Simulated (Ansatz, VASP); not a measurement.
**Hg: VASP beside Ansatz**

File INCAR:

```
PREC = Accurate
ENCUT = 520
EDIFF = 1E-6
ISMEAR = 0
SIGMA = 0.15
LREAL = F
LASPH = T
NELM = 60
ALGO = Fast
ISIF = 2
LWAVE = F
LCHARG = F
GGA = PE
IVDW = 12
NBANDS = 19
```

Contents of KPOINTS:

```
Automatic mesh
0
Gamma
  24 24 12
```

POSCAR

```
Hg
1.0
    3.3426328046      0.0000000000      0.0000000000
   -1.6713164023      2.8948049243      0.0000000000
    0.0000000000      0.0000000000      5.3059573554
Hg
2
Direct
    0.6666666667      0.3333333333      0.7500000000
    0.3333333333      0.6666666667      0.2500000000
```

Input for Ansatz:

```yaml
crystal:
  lattice:
    - [3.3426328046, 0.0, 0.0]
    - [-1.6713164023, 2.8948049243, 0.0]
    - [0.0, 0.0, 5.3059573554]
  atoms:
    - { symbol: Hg, position: [0.6666666667, 0.3333333333, 0.75] }
    - { symbol: Hg, position: [0.3333333333, 0.6666666667, 0.25] }
basis:
  ecutwfc: 420
kpoints:
  mp_grid: { grid: [24, 24, 12] }
hamiltonian:
  xc: pbe
  dispersion: d3bj
scf:
  occupations: { method: gaussian, width: 0.15 }
output:
  forces: true
  stress: true
  eigenvalues: true
```

Alike in both runs: task single point; functional PBE; dispersion D3(BJ); k mesh 24 × 24 × 12; occupations gaussian, width 0.15 eV; no spin polarisation.

|  | VASP | Ansatz |
| --- | --- | --- |
| version | VASP 6.6.1 | Ansatz 0.2.0 |
| potentials or method | VASP PAW PBE potentials, release 64 (Hg), cutoff 520 eV | scalar-relativistic, plane waves, PAW |
| valence electrons in the cell | 24 | 40 |

```csv
,VASP,Ansatz,Ansatz less VASP
gap on the k mesh at the Fermi level (eV),none,none,-
pressure (GPa),0.3,0.0,-0.22
"traceless stress, the component that is largest in VASP (GPa)",-0.09,-0.11,-0.018
```

A gap of «none» marks a metal or a gap that the smearing closes. VASP's potentials hold 24 valence electrons a cell and Ansatz's 40, so a difference there can come from the potentials and not from the codes.

Neither program's run includes spin-orbit coupling.
